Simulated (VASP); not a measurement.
# Sn (Fd-3m) in VASP: further runs

Sn is run at these levels: r2SCAN; tasks: single point.

Program: VASP 6.6.1. These are calculated values, not measurements. Logs are shortened: lines on timing, memory, paths and dates and some standing lists are left out, and cuts for length are marked.

## (1) The cell of the first run

Symmetry: Fd-3m, No. 227, cubic system. Conventional cell: a = 6.568 Å, b = 6.568 Å, c = 6.568 Å, α = 90.00°, β = 90.00°, γ = 90.00°. Sn (site symmetry -43m) has 4 Sn at 2.84 Å within 3.7 Å.

## (2) Single point, r2SCAN

POSCAR reads:

```
Sn
1.0
    0.0000000000      3.2840539893      3.2840539893
    3.2840539893      0.0000000000      3.2840539893
    3.2840539893      3.2840539893      0.0000000000
Sn
2
Direct
    0.5000000000      0.5000000000      0.5000000000
    0.7500000000      0.7500000000      0.7500000000
```

INCAR.step1 reads:

```
PREC = Accurate ; ENCUT = 520
ISMEAR = -1 ; SIGMA = 0.1
LREAL = F ; LASPH = T
NELM = 100 ; NBANDS = 21
GGA = PE ; ALGO = Normal
EDIFF = 1E-4 ; LWAVE = T
LCHARG = F
```

INCAR.step2 reads:

```
PREC = Accurate ; ENCUT = 520
EDIFF = 1E-6 ; ISMEAR = -1
SIGMA = 0.1 ; LREAL = F
LASPH = T ; NELM = 100
ALGO = Normal ; ISIF = 2
LWAVE = F ; LCHARG = F
METAGGA = R2SCAN ; LMIXTAU = T
NBANDS = 21 ; ISTART = 1
```

KPOINTS reads:

```
Automatic mesh
0
Gamma
  5 5 5
```

Potentials or basis: VASP PAW PBE potentials, release 64 (Sn_d).

Launch:

```console
$ cat potpaw_PBE.64/Sn_d/POTCAR > POTCAR
$ cp INCAR.step1 INCAR
$ mpirun -np 1 vasp_std > vasp.out
$ cp INCAR.step2 INCAR
$ mpirun -np 1 vasp_std > vasp.out
```

OUTCAR:

```text
PREC = Accurate
   ENCUT = 520
   EDIFF = 1E-6
   ISMEAR = -1
   LREAL = F
   LASPH = T
   NELM = 100
   ISIF = 2
   METAGGA = R2SCAN
   ISTART = 1

 ion  position               nearest neighbor table
   1  0.500  0.500  0.500-   2 2.84   2 2.84   2 2.84   2 2.84
   2  0.750  0.750  0.750-   1 2.84   1 2.84   1 2.84   1 2.84

  LATTYP: Found a face centered cubic cell.
 ALAT       =     6.5681079786

  Lattice vectors:

 A1 = (   0.0000000000,   3.2840539893,   3.2840539893)
 A2 = (   3.2840539893,   0.0000000000,   3.2840539893)
 A3 = (   3.2840539893,   3.2840539893,   0.0000000000)

Analysis of symmetry for initial positions (statically):
=====================================================================
 Subroutine PRICEL returns:
 Original cell was already a primitive cell.

 Routine SETGRP: Setting up the symmetry group for a
 face centered cubic supercell.

 Subroutine GETGRP returns: Found 48 space group operations
 (whereof 24 operations were pure point group operations)
 out of a pool of 48 trial point group operations.

The static configuration has the point symmetry T_d .
 The point group associated with its full space group is O_h .

Analysis of symmetry for dynamics (positions and initial velocities):
=====================================================================
 Subroutine PRICEL returns:
 Original cell was already a primitive cell.

 Routine SETGRP: Setting up the symmetry group for a
 face centered cubic supercell.

 Subroutine GETGRP returns: Found 48 space group operations
 (whereof 24 operations were pure point group operations)
 out of a pool of 48 trial point group operations.

The dynamic configuration has the point symmetry T_d .
 The point group associated with its full space group is O_h .

 Subroutine INISYM returns: Found 48 space group operations
 (whereof 24 operations are pure point group operations),
 and found     1 'primitive' translations

----------------------------------------------------------------------------------------

                                     Primitive cell

  volume of cell :      70.8371

  direct lattice vectors                    reciprocal lattice vectors
     0.000000000  3.284053989  3.284053989    -0.152250847  0.152250847  0.152250847
     3.284053989  0.000000000  3.284053989     0.152250847 -0.152250847  0.152250847
     3.284053989  3.284053989  0.000000000     0.152250847  0.152250847 -0.152250847

  length of vectors
     4.644353691  4.644353691  4.644353691     0.263706202  0.263706202  0.263706202

  position of ions in fractional coordinates (direct lattice)
     0.500000000  0.500000000  0.500000000
     0.750000000  0.750000000  0.750000000

  ion indices of the primitive-cell ions
   primitive index   ion index
                 1           1
                 2           2

----------------------------------------------------------------------------------------

 KPOINTS: Automatic mesh

Automatic generation of k-mesh.
 Grid dimensions read from file:
 generate k-points for:    5    5    5

 Generating k-lattice:

  Cartesian coordinates                     Fractional coordinates (reciprocal lattice)
    -0.030450169  0.030450169  0.030450169     0.200000000  0.000000000  0.000000000
     0.030450169 -0.030450169  0.030450169     0.000000000  0.200000000  0.000000000
     0.030450169  0.030450169 -0.030450169     0.000000000  0.000000000  0.200000000

  Length of vectors
     0.052741240  0.052741240  0.052741240

  Shift w.r.t. Gamma in fractional coordinates (k-lattice)
     0.000000000  0.000000000  0.000000000

 Subroutine IBZKPT returns following result:
 ===========================================

 Found     10 irreducible k-points:

 Following reciprocal coordinates:
            Coordinates               Weight
  0.000000  0.000000  0.000000      1.000000
  0.200000  0.000000  0.000000      8.000000
  0.400000  0.000000  0.000000      8.000000
  0.200000  0.200000  0.000000      6.000000
  0.400000  0.200000  0.000000     24.000000
 -0.400000  0.200000  0.000000     24.000000
 -0.200000  0.200000  0.000000     12.000000
  0.400000  0.400000  0.000000      6.000000
 -0.400000  0.400000  0.000000     12.000000
 -0.400000  0.400000  0.200000     24.000000
   k-points           NKPTS =     10   k-points in BZ     NKDIM =     10   number of bands    NBANDS=     21
   number of dos      NEDOS =    301   number of ions     NIONS =      2
   total plane-waves  NPLWV =  46656
   dimension x,y,z NGX =    36 NGY =   36 NGZ =   36
   dimension x,y,z NGXF=    72 NGYF=   72 NGZF=   72
   ions per type =               2
   NGX,Y,Z   is equivalent  to a cutoff of  12.89, 12.89, 12.89 a.u.
   NGXF,Y,Z  is equivalent  to a cutoff of  25.77, 25.77, 25.77 a.u.
 SYSTEM =  unknown system
   PREC   = accura    normal or accurate (medium, high low for compatibility)
   ISTART =      1    job   : 0-new  1-cont  2-samecut
   ICHARG =      0    charge: 1-file 2-atom 10-const
   ISPIN  =      1    spin polarized calculation?
   LNONCOLLINEAR =      F non collinear calculations
   LSORBIT =      F    spin-orbit coupling
   LASPH  =      T    aspherical Exc in radial PAW
   ENCUT  =  520.0 eV  38.22 Ry    6.18 a.u.   8.64  8.64  8.64*2*pi/ulx,y,z
   NELM   =    100;   NELMIN=  2; NELMDL=  0     # of ELM steps
   EDIFF  = 0.1E-05   stopping-criterion for ELM
   LREAL  =      F    real-space projection
   EDIFFG = 0.1E-04   stopping-criterion for IOM
   NSW    =      0    number of steps for IOM
   IBRION =     -1    ionic relax: 0-MD 1-quasi-New 2-CG
   NFREE  =      0    steps in history (QN), initial steepest desc. (CG)
   ISIF   =      2    stress and relaxation
   ISYM   =      2    0-nonsym 1-usesym 2-fastsym
   POTIM  = 0.5000    time-step for ionic-motion
   TEBEG  =    0.0;   TEEND  =   0.0 temperature during run
   PSTRESS=    0.0 pullay stress
   NELECT =      28.0000    total number of electrons
   NUPDOWN=      -1.0000    fix difference up-down
   EMIN   =  10.00;   EMAX   =-10.00  energy-range for DOS
   EFERMI =   0.00;   METHOD = LEGACY
   ISMEAR =    -1;   SIGMA  =   0.10  broadening in eV -4-tet -1-fermi 0-gaus
   EFERMI_NEDOS =   21; number of points for ismear=-14 and -15
   IALGO  =     38    algorithm
   IMIX   =      4    mixing-type and parameters
     AMIX     =   0.40;   BMIX     =  1.00
     AMIX_MAG =   1.60;   BMIX_MAG =  1.00
  volume/ion in A,a.u.               =      35.42       239.02
  Fermi-wavevector in a.u.,A,eV,Ry     =   1.201454  2.270419 19.639904  1.443492
  Thomas-Fermi vector in A             =   2.337263
   LORBIT       =      0    0 simple, 1 ext, 2 COOP (PROOUT), +10 PAW based schemes
   METAGGA = R2SCAN    functional components
   LHFCALC =     F    Hartree Fock is set to
   AEXX    =    0.0000 exact exchange contribution
   IVDW    =     0    specifies the selected vdW correction
   LEPSILON=     F    determine dielectric tensor
   LRPA    =     F    only Hartree local field effects (RPA)
 non-spin polarized calculation
  energy-cutoff  :      520.00
  volume of cell :       70.84
 maximum number of plane-waves:      1924
   NGX = 17   NGY = 17   NGZ = 17

 number of electron      27.9999984 magnetization

 Free energy of the ion-electron system (eV)
  ---------------------------------------------------
  ext. energy  EPLUGINS =         0.00000000
  ---------------------------------------------------
  free energy    TOTEN  =       -49.42718233 eV

  energy without entropy =      -49.41772404  energy(sigma->0) =      -49.42245319

 E-fermi :   5.1490     XC(G=0):  -9.4143

 val. band max:        4.6437219897   @ k =   0.2000   0.0000   0.0000
 cond. band min:       5.2165985693   @ k =   0.0000   0.0000   0.0000
 fundamental gap:      0.5728765796
 Fermi energy:         5.1489830970

 k-point     1 :       0.0000    0.0000    0.0000
  band No.  band energies     occupation
      1     -17.1145      2.00000
      2     -17.1145      2.00000
      3     -17.1145      2.00000
      4     -17.0531      2.00000
      5     -17.0531      2.00000
      6     -16.7585      2.00000
[... 13 lines left out ...]
     20      13.3846      0.00000
     21      13.3846      0.00000

 k-point     2 :       0.2000    0.0000    0.0000
  band No.  band energies     occupation
      1     -17.1339      2.00000
      2     -17.1339      2.00000
      3     -17.1060      2.00000
      4     -17.0239      2.00000
      5     -17.0239      2.00000
      6     -16.7894      2.00000
[... 13 lines left out ...]
     20      12.3235      0.00000
     21      12.3235      0.00000

 k-point     3 :       0.4000    0.0000    0.0000
  band No.  band energies     occupation
      1     -17.1482      2.00000
      2     -17.1482      2.00000
      3     -17.0914      2.00000
      4     -16.9973      2.00000
      5     -16.9973      2.00000
      6     -16.8087      2.00000
[... 13 lines left out ...]
     20      13.4660      0.00000
     21      13.4660      0.00000

 k-point     4 :       0.2000    0.2000    0.0000
  band No.  band energies     occupation
      1     -17.1336      2.00000
      2     -17.1336      2.00000
      3     -17.1213      2.00000
      4     -17.0228      2.00000
      5     -16.9880      2.00000
      6     -16.8500      2.00000
[... 13 lines left out ...]
     20      12.6512      0.00000
     21      13.8516      0.00000

 k-point     5 :       0.4000    0.2000    0.0000
  band No.  band energies     occupation
      1     -17.1651      2.00000
      2     -17.1504      2.00000
      3     -17.0821      2.00000
      4     -16.9867      2.00000
      5     -16.9501      2.00000
      6     -16.8873      2.00000
[... 13 lines left out ...]
     20      13.6840      0.00000
     21      14.4826      0.00000

 k-point     6 :      -0.4000    0.2000    0.0000
  band No.  band energies     occupation
      1     -17.1772      2.00000
      2     -17.1596      2.00000
      3     -17.0488      2.00000
      4     -16.9703      2.00000
      5     -16.9586      2.00000
      6     -16.8566      2.00000
[... 13 lines left out ...]
     20      13.1285      0.00000
     21      14.0003      0.00000

 k-point     7 :      -0.2000    0.2000    0.0000
  band No.  band energies     occupation
      1     -17.1559      2.00000
      2     -17.1541      2.00000
      3     -17.0759      2.00000
      4     -17.0081      2.00000
      5     -16.9782      2.00000
      6     -16.8361      2.00000
[... 13 lines left out ...]
     20      13.3128      0.00000
     21      13.8075      0.00000

 k-point     8 :       0.4000    0.4000    0.0000
  band No.  band energies     occupation
      1     -17.1603      2.00000
      2     -17.1603      2.00000
      3     -17.0775      2.00000
      4     -16.9755      2.00000
      5     -16.9442      2.00000
      6     -16.8737      2.00000
[... 13 lines left out ...]
     20      15.2653      0.00000
     21      15.4976      0.00000

 k-point     9 :      -0.4000    0.4000    0.0000
  band No.  band energies     occupation
      1     -17.1821      2.00000
      2     -17.1648      2.00000
      3     -17.0311      2.00000
      4     -16.9746      2.00000
      5     -16.9066      2.00000
      6     -16.8896      2.00000
[... 13 lines left out ...]
     20      13.9860      0.00000
     21      16.1688      0.00000

 k-point    10 :      -0.4000    0.4000    0.2000
  band No.  band energies     occupation
      1     -17.1800      2.00000
      2     -17.1723      2.00000
      3     -17.0252      2.00000
      4     -16.9474      2.00000
      5     -16.9330      2.00000
      6     -16.9028      2.00000
[... 13 lines left out ...]
     20      13.9615      0.00000
     21      16.0071      0.00000

------------------------ aborting loop because EDIFF is reached ----------------------------------------

  FORCE on cell =-STRESS in cart. coord.  units (eV):
  Direction    XX          YY          ZZ          XY          YZ          ZX
  --------------------------------------------------------------------------------------
  -------------------------------------------------------------------------------------
  Total        0.0587888      0.0587888      0.0587888      0.0000000     -0.0000000      0.0000000
  in kB        1.3296711      1.3296711      1.3296711      0.0000000     -0.0000000      0.0000000
  external PRESSURE =       1.3296711 kB  Pullay stress =       0.0000000 kB

 VOLUME and BASIS-vectors are now :
 -----------------------------------------------------------------------------
  energy-cutoff  :      520.00
  volume of cell :       70.84
      direct lattice vectors                 reciprocal lattice vectors
     0.000000000  3.284053989  3.284053989    -0.152250847  0.152250847  0.152250847
     3.284053989  0.000000000  3.284053989     0.152250847 -0.152250847  0.152250847
     3.284053989  3.284053989  0.000000000     0.152250847  0.152250847 -0.152250847

 POSITION                                       TOTAL-FORCE (eV/Angst)
 -----------------------------------------------------------------------------------
      3.28405      3.28405      3.28405         0.000000      0.000000      0.000000
      4.92608      4.92608      4.92608        -0.000000     -0.000000     -0.000000
 -----------------------------------------------------------------------------------
    total drift:                                0.000000      0.000000      0.000000

  FREE ENERGIE OF THE ION-ELECTRON SYSTEM (eV)
  ---------------------------------------------------
  free  energy   TOTEN  =       -49.4271823316 eV

  energy  without entropy=      -49.4177240430  energy(sigma->0) =      -49.42245319
```

Run time: 1.8 min. Hardware: 1 thread of AMD EPYC 7R13, shared host; peak memory 0.18 GiB.

What came out:

- Free energy: -49.4272 eV
- Pressure: 0.1 GPa
- Band gap on the k mesh: zero (filled and empty bands touch)

Levels at points of the mesh, in eV from the Fermi level:
```
           k point  band 12  band 13  band 14  band 15  band 16  band 17
(0.00, 0.00, 0.00)    -0.56     0.07     0.07     0.07     2.28     2.28
```

Caveat: the PAW data sets were made with another functional, which shifts forces and pressure a little; spin-orbit coupling is left out, which moves the levels of the heavy elements.

(Part 1 of 2 ends here.)
